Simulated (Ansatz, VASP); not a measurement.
**PbF2 in VASP and in Ansatz**

POSCAR

```
PbF2
1.0
    0.0000000000      2.9004351200      2.9004351200
    2.9004351200      0.0000000000      2.9004351200
    2.9004351200      2.9004351200      0.0000000000
Pb F
1 2
Direct
    0.0000000000      0.0000000000      0.0000000000
    0.2500000000      0.2500000000      0.2500000000
    0.7500000000      0.7500000000      0.7500000000
```

INCAR.step1

```
PREC     = Accurate       # precision mode
ENCUT    = 520            # plane-wave cutoff, eV
ISMEAR   = -1             # smearing method
SIGMA    = 0.02           # smearing width, eV
LREAL    = F              # projectors in reciprocal space
LASPH    = T              # aspherical terms in the spheres
NELM     = 60             # most SCF steps
GGA      = PE             # functional
ALGO     = Normal         # electronic algorithm
EDIFF    = 1E-4           # SCF threshold, eV
LWAVE    = T              # write WAVECAR
LCHARG   = F              # write CHGCAR
```

Contents of INCAR.step2:

```
PREC     = Accurate       # precision mode
ENCUT    = 520            # plane-wave cutoff, eV
EDIFF    = 1E-7           # SCF threshold, eV
ISMEAR   = -1             # smearing method
SIGMA    = 0.02           # smearing width, eV
LREAL    = F              # projectors in reciprocal space
LASPH    = T              # aspherical terms in the spheres
NELM     = 60             # most SCF steps
ALGO     = Normal         # electronic algorithm
ISIF     = 2              # what is computed and relaxed
LWAVE    = F              # write WAVECAR
LCHARG   = F              # write CHGCAR
METAGGA  = R2SCAN         # meta-GGA
LMIXTAU  = T            
IBRION   = 2              # ionic algorithm
NSW      = 50             # ionic steps
EDIFFG   = -0.01          # ionic threshold
ISTART   = 1
```

Contents of KPOINTS:

```
regular mesh
0
Gamma
  8 8 8
```

Input for Ansatz:

```yaml
crystal:
  lattice:
    - [0.0, 2.90043512, 2.90043512]
    - [2.90043512, 0.0, 2.90043512]
    - [2.90043512, 2.90043512, 0.0]
  atoms:
    - { symbol: Pb, position: [0.0, 0.0, 0.0] }
    - { symbol: F, position: [0.25, 0.25, 0.25] }
    - { symbol: F, position: [0.75, 0.75, 0.75] }
  symmetry: { tolerance: 0.0003 }
hamiltonian:
  xc: r2scan
  pseudopotentials: { kind: paw, azcp: { folder: soft_1 } }
basis:
  ecutwfc: 500
magnetization:
  spin_polarized: false
scf:
  occupations: { method: fermi_dirac, width: 0.02 }
kpoints:
  mp_grid: { grid: [8, 8, 8], shift: [0, 0, 0] }
  band_path:
    path:
      - [0.0, 0.0, 0.0]
      - [0.5, 0.0, 0.5]
      - [0.625, 0.25, 0.625]
      - [0.375, 0.375, 0.75]
      - [0.0, 0.0, 0.0]
      - [0.5, 0.5, 0.5]
      - [0.5, 0.25, 0.75]
      - [0.5, 0.0, 0.5]
    npoints: 10
output:
  forces: true
  stress: true
  eigenvalues: true
  write_potential: true
  elf: true
  volumetric_format: npy
  dos: { e_range: [-12, 8], de: 0.05 }
relax:
  max_steps: 30
```

Alike in both runs: task relaxation of the atoms; functional r2SCAN; k mesh 8 × 8 × 8; occupations fermi-dirac, width 0.02 eV; no spin polarisation.

|  | VASP | Ansatz |
| --- | --- | --- |
| version | VASP 6.6.1 | Ansatz 0.2.0 |
| potentials or method | VASP PAW PBE potentials, release 64 (Pb_d, F), cutoff 520 eV | PAW plane waves |
| valence electrons in the cell | 28 | 28 |

VASP gave:

- gap on the k mesh at the Fermi level, each at its own relaxed structure (eV): 4.90

Q: What did Ansatz give for the same quantities?

A: gap on the k mesh at the Fermi level, each at its own relaxed structure (eV): 4.91.

VASP's potentials were made for PBE, not for r2SCAN. Ansatz's warnings: stress scf threshold loose.

Spin-orbit coupling is off throughout. Noted on VASP's run: the relaxation stopped at its first step, so nothing moved.
